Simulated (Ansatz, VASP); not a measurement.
## GaCo: VASP beside Ansatz

```
Ga Co
1.0
    -2.88310    0.00000   -2.88310
     0.00000   -2.88310    0.00000
    -2.88310    0.00000    2.88310
Ga Co
2 2
Direct
  0.00000 0.50000 0.50000
  0.50000 0.50000 0.00000
  0.00000 0.00000 0.00000
  0.50000 0.00000 0.50000
```

Alike in both runs: task single point; functional PBE; k mesh 6 × 9 × 6; occupations fermi-dirac, width 0.05 eV; collinear spin.

|  | VASP | Ansatz |
| --- | --- | --- |
| version | VASP 6.6.1 | Ansatz 0.2.0 |
| potentials or method | VASP PAW PBE potentials, release 64 (Ga_d, Co), cutoff 520 eV | PAW, plane waves, scalar-relativistic |
| valence electrons in the cell | 44 | 60 |

Ansatz gave:

```
pressure (GPa)                                                : 0.0
traceless stress, the component that is largest in VASP (GPa) : 0.45
net moment per atom (μB)                                      : 0.00
size of the moment on the site where the two differ most (μB) : 0.25
```

Task: What did VASP give for the same quantities?

Result: Pressure (GPa): 0.1; traceless stress, the component that is largest in VASP (GPa): 0.40; net moment per atom (μB): 0.00; size of the moment on the site where the two differ most (μB): 0.24.

Site moments also hang on the region over which each program counts them. With one functional, cell and mesh, what is left measures potentials, basis and numerics. VASP's potentials hold 44 valence electrons a cell and Ansatz's 60, so a difference there can come from the potentials and not from the codes. Ansatz's warnings: seeded moment not kept.
